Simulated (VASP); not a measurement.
# Rh6N in VASP: a series of runs

Rh6N is run at these levels: PBE+D3(BJ); tasks: single point.

Program: VASP 6.6.1. These are calculated values, not measurements. Logs are shortened: lines on timing, memory, paths and dates and some standing lists are left out, and cuts for length are marked.

## (1) The cell of the first run

The cell holds a slab with vacuum, 14 atoms: a = 5.365 Å, b = 5.365 Å, c = 22.487 Å, α = 90.00°, β = 90.00°, γ = 90.00°.

## (2) Single point, PBE+D3(BJ)

File INCAR:

```
  ALGO = Normal
  DIPOL = 0.5 0.5 0.295
  EDIFF = 1E-6
  ENCUT = 520
  GGA = PE
  IDIPOL = 3
  ISIF = 2
  ISMEAR = 0
  IVDW = 12
  LASPH = True
  LCHARG = True
  LDIPOL = True
  LELF = True
  LREAL = False
  LVACPOTAV = True
  LVHAR = True
  LWAVE = False
  NBANDS = 108
  NELM = 80
  PREC = Accurate
  SIGMA = 0.1
```

File KPOINTS:

```
k-points
0
Gamma
  5 5 1
```

File POSCAR:

```
Rh6N
1.0
    5.3650160441      0.0000000000      0.0000000000
    0.0000000000      5.3650160441      0.0000000000
    0.0000000000      0.0000000000     22.4874012803
Rh N
12 2
Direct
    0.2500000000      0.2500000000      0.1778773790
    0.2500000000      0.7500000000      0.1778773790
    0.7500000000      0.2500000000      0.1778773790
    0.7500000000      0.7500000000      0.1778773790
    0.0000000000      0.0000000000      0.2598726471
    0.0000000000      0.5000000000      0.2598726471
    0.5000000000      0.0000000000      0.2598726471
    0.5000000000      0.5000000000      0.2598726471
    0.2500000000      0.2500000000      0.3418536977
    0.2500000000      0.7500000000      0.3418536977
    0.7500000000      0.2500000000      0.3418536977
    0.7500000000      0.7500000000      0.3418536977
    0.2500000000      0.2500000000      0.4797086665
    0.2500000000      0.2500000000      0.5286249457
```

Potentials or basis: VASP PAW PBE potentials, release 64 (Rh_pv, N).

Run with:

```console
> cat potpaw_PBE.64/Rh_pv/POTCAR potpaw_PBE.64/N/POTCAR > POTCAR
> mpirun -np 1 vasp_std > vasp.out
```

OUTCAR:

```text
EDIFF = 1E-6
   ENCUT = 520
   GGA = PE
   ISIF = 2
   ISMEAR = 0
   IVDW = 12
   LASPH = True
   LREAL = False
   NELM = 80
   PREC = Accurate
 IVDW          = 12

 ion  position               nearest neighbor table
   1  0.250  0.250  0.178-   5 2.65   6 2.65   7 2.65   8 2.65   2 2.68   3 2.68   2 2.68   3 2.68

   2  0.250  0.750  0.178-   5 2.65   6 2.65   7 2.65   8 2.65   1 2.68   4 2.68   1 2.68   4 2.68

   3  0.750  0.250  0.178-   5 2.65   6 2.65   7 2.65   8 2.65   1 2.68   4 2.68   4 2.68   1 2.68
[... 15 lines left out ...]
  11  0.750  0.250  0.342-   5 2.65   6 2.65   7 2.65   8 2.65   9 2.68  12 2.68  12 2.68   9 2.68

  12  0.750  0.750  0.342-   5 2.65   6 2.65   7 2.65   8 2.65  10 2.68  11 2.68  11 2.68  10 2.68

  13  0.250  0.250  0.480-  14 1.10
  14  0.250  0.250  0.529-  13 1.10

  LATTYP: Found a simple tetragonal cell.
 ALAT       =     5.3650160441
 C/A-ratio  =     4.1914881699

  Lattice vectors:

 A1 = (   5.3650160441,   0.0000000000,   0.0000000000)
 A2 = (   0.0000000000,   5.3650160441,   0.0000000000)
 A3 = (   0.0000000000,   0.0000000000,  22.4874012803)

Analysis of symmetry for initial positions (statically):
=====================================================================
 Subroutine PRICEL returns:
 Original cell was already a primitive cell.

 Routine SETGRP: Setting up the symmetry group for a
 simple tetragonal supercell.

 Subroutine GETGRP returns: Found  8 space group operations
 (whereof  2 operations were pure point group operations)
 out of a pool of 16 trial point group operations.

The static configuration has the point symmetry C_1h.
 The point group associated with its full space group is C_4v.

Analysis of symmetry for dynamics (positions and initial velocities):
=====================================================================
 Subroutine PRICEL returns:
 Original cell was already a primitive cell.

 Routine SETGRP: Setting up the symmetry group for a
 simple tetragonal supercell.

 Subroutine GETGRP returns: Found  8 space group operations
 (whereof  2 operations were pure point group operations)
 out of a pool of 16 trial point group operations.

The dynamic configuration has the point symmetry C_1h.
 The point group associated with its full space group is C_4v.

 Subroutine INISYM returns: Found  8 space group operations
 (whereof  2 operations are pure point group operations),
 and found     1 'primitive' translations

----------------------------------------------------------------------------------------

                                     Primitive cell

  volume of cell :     647.2638

  direct lattice vectors                    reciprocal lattice vectors
     5.365016044  0.000000000  0.000000000     0.186392732  0.000000000  0.000000000
     0.000000000  5.365016044  0.000000000     0.000000000  0.186392732  0.000000000
     0.000000000  0.000000000 22.487401280     0.000000000  0.000000000  0.044469345

  length of vectors
     5.365016044  5.365016044 22.487401280     0.186392732  0.186392732  0.044469345

  position of ions in fractional coordinates (direct lattice)
     0.250000000  0.250000000  0.177877379
     0.250000000  0.750000000  0.177877379
     0.750000000  0.250000000  0.177877379
     0.750000000  0.750000000  0.177877379
     0.000000000  0.000000000  0.259872647
     0.000000000  0.500000000  0.259872647
     0.500000000  0.000000000  0.259872647
     0.500000000  0.500000000  0.259872647
     0.250000000  0.250000000  0.341853698
     0.250000000  0.750000000  0.341853698
     0.750000000  0.250000000  0.341853698
     0.750000000  0.750000000  0.341853698
     0.250000000  0.250000000  0.479708667
     0.250000000  0.250000000  0.528624946

  ion indices of the primitive-cell ions
   primitive index   ion index
                 1           1
                 2           2
                 3           3
                 4           4
                 5           5
                 6           6
                 7           7
                 8           8
                 9           9
                10          10
                11          11
                12          12
                13          13
                14          14

----------------------------------------------------------------------------------------

 KPOINTS: k-points

Automatic generation of k-mesh.
 Grid dimensions read from file:
 generate k-points for:    5    5    1

 Generating k-lattice:

  Cartesian coordinates                     Fractional coordinates (reciprocal lattice)
     0.037278546  0.000000000  0.000000000     0.200000000  0.000000000  0.000000000
     0.000000000  0.037278546  0.000000000     0.000000000  0.200000000  0.000000000
     0.000000000  0.000000000  0.044469345     0.000000000  0.000000000  1.000000000

  Length of vectors
     0.037278546  0.037278546  0.044469345

  Shift w.r.t. Gamma in fractional coordinates (k-lattice)
     0.000000000  0.000000000  0.000000000

 Subroutine IBZKPT returns following result:
 ===========================================

 Found      6 irreducible k-points:

 Following reciprocal coordinates:
            Coordinates               Weight
  0.000000  0.000000  0.000000      1.000000
  0.200000  0.000000  0.000000      4.000000
  0.400000  0.000000  0.000000      4.000000
  0.200000  0.200000  0.000000      4.000000
  0.400000  0.200000  0.000000      8.000000
  0.400000  0.400000  0.000000      4.000000
   k-points           NKPTS =      6   k-points in BZ     NKDIM =      6   number of bands    NBANDS=    108
   number of dos      NEDOS =    301   number of ions     NIONS =     14
   total plane-waves  NPLWV = 268800
   dimension x,y,z NGX =    40 NGY =   40 NGZ =  168
   dimension x,y,z NGXF=    80 NGYF=   80 NGZF=  336
   ions per type =              12   2
   NGX,Y,Z   is equivalent  to a cutoff of  12.39, 12.39, 12.42 a.u.
   NGXF,Y,Z  is equivalent  to a cutoff of  24.79, 24.79, 24.84 a.u.
 SYSTEM =  unknown system
   PREC   = accura    normal or accurate (medium, high low for compatibility)
   ISTART =      0    job   : 0-new  1-cont  2-samecut
   ICHARG =      2    charge: 1-file 2-atom 10-const
   ISPIN  =      1    spin polarized calculation?
   LNONCOLLINEAR =      F non collinear calculations
   LSORBIT =      F    spin-orbit coupling
   LASPH  =      T    aspherical Exc in radial PAW
   ENCUT  =  520.0 eV  38.22 Ry    6.18 a.u.   9.98  9.98 41.81*2*pi/ulx,y,z
   NELM   =     80;   NELMIN=  2; NELMDL= -5     # of ELM steps
   EDIFF  = 0.1E-05   stopping-criterion for ELM
   LREAL  =      F    real-space projection
   EDIFFG = 0.1E-04   stopping-criterion for IOM
   NSW    =      0    number of steps for IOM
   IBRION =     -1    ionic relax: 0-MD 1-quasi-New 2-CG
   NFREE  =      0    steps in history (QN), initial steepest desc. (CG)
   ISIF   =      2    stress and relaxation
   ISYM   =      2    0-nonsym 1-usesym 2-fastsym
   POTIM  = 0.5000    time-step for ionic-motion
   TEBEG  =    0.0;   TEEND  =   0.0 temperature during run
   PSTRESS=    0.0 pullay stress
   NELECT =     190.0000    total number of electrons
   NUPDOWN=      -1.0000    fix difference up-down
   EMIN   =  10.00;   EMAX   =-10.00  energy-range for DOS
   EFERMI =   0.00;   METHOD = LEGACY
   ISMEAR =     0;   SIGMA  =   0.10  broadening in eV -4-tet -1-fermi 0-gaus
   EFERMI_NEDOS =   21; number of points for ismear=-14 and -15
   IALGO  =     38    algorithm
   IMIX   =      4    mixing-type and parameters
     AMIX     =   0.40;   BMIX     =  1.00
     AMIX_MAG =   1.60;   BMIX_MAG =  1.00
  volume/ion in A,a.u.               =      46.23       312.00
  Fermi-wavevector in a.u.,A,eV,Ry     =   1.088008  2.056038 16.106064  1.183762
  Thomas-Fermi vector in A             =   2.224180
   LORBIT       =      0    0 simple, 1 ext, 2 COOP (PROOUT), +10 PAW based schemes
   GGA     = PE    functional components
   LHFCALC =     F    Hartree Fock is set to
   AEXX    =    0.0000 exact exchange contribution
   IVDW    =    12    specifies the selected vdW correction
   LEPSILON=     F    determine dielectric tensor
   LRPA    =     F    only Hartree local field effects (RPA)
 non-spin polarized calculation
 Gauss-broadening in eV      SIGMA  =   0.10
  energy-cutoff  :      520.00
  volume of cell :      647.26
 maximum number of plane-waves:     17455
 NGX is ok and might be reduce to    40
   NGX = 19   NGY = 19   NGZ = 83

 dipolmoment           0.000000      0.000000      0.130115 electrons x Angstroem

 number of electron     190.0000010 magnetization

 dipolmoment           0.000000      0.000000     -0.033028 electrons x Angstroem

 Free energy of the ion-electron system (eV)
  ---------------------------------------------------
  ext. energy  EPLUGINS =         0.00000000
  ---------------------------------------------------
  free energy    TOTEN  =       -95.39386483 eV

  energy without entropy =      -95.29366865  energy(sigma->0) =      -95.34376674

 E-fermi :  -0.2812     XC(G=0):  -4.9257

 val. band max:       -0.2847326833   @ k =   0.2000   0.0000   0.0000
 cond. band min:      -0.2766692884   @ k =   0.2000   0.0000   0.0000
 fundamental gap:      0.0080633949
 Fermi energy:        -0.2811814436

 k-point     1 :       0.0000    0.0000    0.0000
  band No.  band energies     occupation
      1     -47.3706      2.00000
      2     -47.3647      2.00000
      3     -47.3094      2.00000
      4     -47.3094      2.00000
      5     -47.1781      2.00000
      6     -47.1641      2.00000
[... 649 lines left out ...]
    106       0.7187      0.00000
    107       1.5097      0.00000
 [bands above 107 left out]

------------------------ aborting loop because EDIFF is reached ----------------------------------------

 Edisp (eV)   -4.97407

 E8    (eV) :    -2.3240

  FORCE on cell =-STRESS in cart. coord.  units (eV):
  Direction    XX          YY          ZZ          XY          YZ          ZX
  --------------------------------------------------------------------------------------
  -------------------------------------------------------------------------------------
  Total      -8.09257    -8.09257     1.63104    -0.00000     0.00000     0.00000
  in kB     -20.03162   -20.03162     4.03732    -0.00000     0.00000     0.00000
  external pressure =      -12.01 kB  Pullay stress =        0.00 kB

 VOLUME and BASIS-vectors are now :
 -----------------------------------------------------------------------------
  energy-cutoff  :      520.00
  volume of cell :      647.26
      direct lattice vectors                 reciprocal lattice vectors
     5.365016044  0.000000000  0.000000000     0.186392732  0.000000000  0.000000000
     0.000000000  5.365016044  0.000000000     0.000000000  0.186392732  0.000000000
     0.000000000  0.000000000 22.487401280     0.000000000  0.000000000  0.044469345

 POSITION                                       TOTAL-FORCE (eV/Angst)
 -----------------------------------------------------------------------------------
      1.34125      1.34125      4.00000        -0.000000     -0.000000      0.035125
      1.34125      4.02376      4.00000        -0.000000     -0.000000      0.012369
      4.02376      1.34125      4.00000        -0.000000     -0.000000      0.012369
      4.02376      4.02376      4.00000        -0.000000     -0.000000      0.028341
      0.00000      0.00000      5.84386        -0.001789     -0.001789     -0.014819
      0.00000      2.68251      5.84386        -0.001789      0.001789     -0.014819
      2.68251      0.00000      5.84386         0.001789     -0.001789     -0.014819
      2.68251      2.68251      5.84386         0.001789      0.001789     -0.014819
      1.34125      1.34125      7.68740        -0.000000     -0.000000      0.181433
      1.34125      4.02376      7.68740        -0.000000     -0.000000     -0.067525
      4.02376      1.34125      7.68740        -0.000000      0.000000     -0.067525
      4.02376      4.02376      7.68740        -0.000000     -0.000000      0.028282
      1.34125      1.34125     10.78740        -0.000000     -0.000000     -2.266590
      1.34125      1.34125     11.88740        -0.000000      0.000000      2.162997
 -----------------------------------------------------------------------------------
    total drift:                                0.000000      0.000000     -0.000610

  FREE ENERGIE OF THE ION-ELECTRON SYSTEM (eV)
  ---------------------------------------------------
  free  energy   TOTEN  =      -100.3679325797 eV

  energy  without entropy=     -100.2677364068  energy(sigma->0) =     -100.31783449

 vacuum level on the upper side and lower side of the slab         4.443         4.650
```

Run time: 25 min. Hardware: 1 thread of Oxide Virtual Turin-like, shared host; peak memory 0.67 GiB.

What came out:

```yaml
Free_energy: -100.3679 eV
Largest_force: 2.267 eV/Å
Band_gap_on_the_k_mesh: zero (bands 95 and 96 overlap by 0.70 eV)
Dispersion_energy_per_atom: -0.355 eV
```

Forces on the atoms (eV/Å):
```
Rh   0.000  0.000  0.035
Rh   0.000  0.000  0.012
Rh   0.000  0.000  0.012
Rh   0.000  0.000  0.028
Rh  -0.002 -0.002 -0.015
Rh  -0.002  0.002 -0.015
Rh   0.002 -0.002 -0.015
Rh   0.002  0.002 -0.015
Rh   0.000  0.000  0.181
Rh   0.000  0.000 -0.068
Rh   0.000  0.000 -0.068
Rh   0.000  0.000  0.028
N    0.000  0.000 -2.267
N    0.000  0.000  2.163
```

Caveat: the standard files for N, O and F lose accuracy on very short bonds.

## (3) Single point, PBE+D3(BJ)

File INCAR:

```
SYSTEM = Rh6N
PREC = Accurate
ENCUT = 520
EDIFF = 1E-6
ISMEAR = 0
SIGMA = 0.1
LREAL = .FALSE.
LASPH = .TRUE.
NELM = 60
ALGO = Normal
ISIF = 2
LWAVE = .FALSE.
LCHARG = .TRUE.
LDIPOL = .TRUE.
IDIPOL = 3
DIPOL = 0.5 0.5 0.295
GGA = PE
IVDW = 12
LELF = .TRUE.
LVHAR = .TRUE.
LVACPOTAV = .TRUE.
NBANDS = 108
```

File KPOINTS:

```
Automatic mesh
0
G
  5 5 1
  0 0 0
```

Changes to POSCAR since step 2:

```diff
@@ -20,3 +20,3 @@
     0.7500000000      0.7500000000      0.3418536977
-    0.2500000000      0.2500000000      0.4797086665
-    0.2500000000      0.2500000000      0.5286249457
+    0.5000000000      0.5000000000      0.4797086665
+    0.5000000000      0.5000000000      0.5286249457
```

Potentials or basis: VASP PAW PBE potentials, release 64 (Rh_pv, N).

Run with:

```console
> cat potpaw_PBE.64/Rh_pv/POTCAR potpaw_PBE.64/N/POTCAR > POTCAR
> mpirun -np 1 vasp_std > vasp.out
```

It took 25 min on 1 thread of Oxide Virtual Turin-like, shared host; peak memory 0.67 GiB.

Results (log left out):

```yaml
Free_energy: -100.3301 eV
Largest_force: 2.215 eV/Å
Band_gap_on_the_k_mesh: zero (bands 95 and 96 overlap by 0.70 eV)
Dispersion_energy_per_atom: -0.355 eV
```

Forces on the atoms (eV/Å):
```
Rh  -0.004 -0.004  0.022
Rh  -0.004  0.004  0.022
Rh   0.004 -0.004  0.022
Rh   0.004  0.004  0.022
Rh   0.000  0.000  0.000
Rh   0.000  0.000 -0.024
Rh   0.000  0.000 -0.024
Rh   0.000  0.000  0.003
Rh  -0.016 -0.016 -0.015
Rh  -0.016  0.016 -0.015
Rh   0.016 -0.016 -0.015
Rh   0.016  0.016 -0.015
N    0.000  0.000 -2.197
N    0.000  0.000  2.215
```

Levels at points of the mesh, in eV from the Fermi level:
| k point | band 90 | band 91 | band 92 | band 93 | band 94 | band 95 | band 96 | band 97 | band 98 | band 99 |
| --- | --- | --- | --- | --- | --- | --- | --- | --- | --- | --- |
| (0.00, 0.00, 0.00) | 0.12 | 0.12 | 0.26 | 0.31 | 0.33 | 0.33 | 0.42 | 0.56 | 0.56 | 0.68 |

Caveat: the standard files for N, O and F lose accuracy on very short bonds.
